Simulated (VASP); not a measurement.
# NiO: relaxation of shape and atoms at fixed volume with PBE

The system is NiO.

```
Ni O
1.0
     1.48026    0.85463    2.41724
    -1.48026    0.85463    2.41724
     0.00000   -1.70925    2.41724
Ni O
1 1
Cartesian
  1.4803 0.8546 2.4172
  0.0000 0.0000 3.6259
```

```json
{"Program": "VASP 6.6.1", "Task": "relaxation of shape and atoms at fixed volume", "Functional": "PBE", "Potentials or basis": "VASP PAW PBE potentials, release 64 (Ni, O)", "Cutoff": "600 eV", "k mesh": "14 × 14 × 14", "Occupations": "gaussian, width 0.05 eV", "Spin": "no spin polarisation", "Dipole correction": "no", "Further INCAR settings": "ALGO = Normal; EDIFF = 1e-06; IBRION = 2; EDIFFG = -0.01; NSW = 60; ISIF = 4"}
```

* Pressure after relaxing: -3.8 GPa
* Band gap on the k mesh: zero (bands 8 and 9 overlap by 2.79 eV)

Final structure:
```
CELL_PARAMETERS angstrom
1.48026 0.85463 2.41724
-1.48026 0.85463 2.41724
0.00000 -1.70925 2.41724
ATOMIC_POSITIONS crystal
Ni 0.00000 0.00000 0.00000
O 0.50000 0.50000 0.50000
```

Levels at points of the mesh, in eV from the Fermi level:
| k point | band 6 | band 7 | band 8 | band 9 | band 10 | band 11 |
| --- | --- | --- | --- | --- | --- | --- |
| (0.00, 0.00, 0.00) | -1.79 | -1.79 | -1.48 | -1.48 | 1.65 | 17.88 |
| (0.50, 0.00, 0.00) | -0.98 | -0.62 | 1.31 | 1.31 | 5.70 | 10.04 |
| (0.50, 0.50, 0.00) | -1.09 | -0.72 | -0.72 | -0.59 | 6.44 | 10.55 |

Run time: 8.8 s on 1 thread of Intel(R) Xeon(R) 6975P-C (Granite Rapids) (shared host), peak memory 0.15 GiB.

Caveat: the relaxation stopped at its first step, so nothing moved; the run has no spin polarisation, though such a crystal can be magnetic; semilocal functionals often make such compounds metallic where correlation or magnetic order opens a gap, which also shifts bond lengths. Spin polarisation is off, so any magnetic state and its effect on volume and gap are missing.
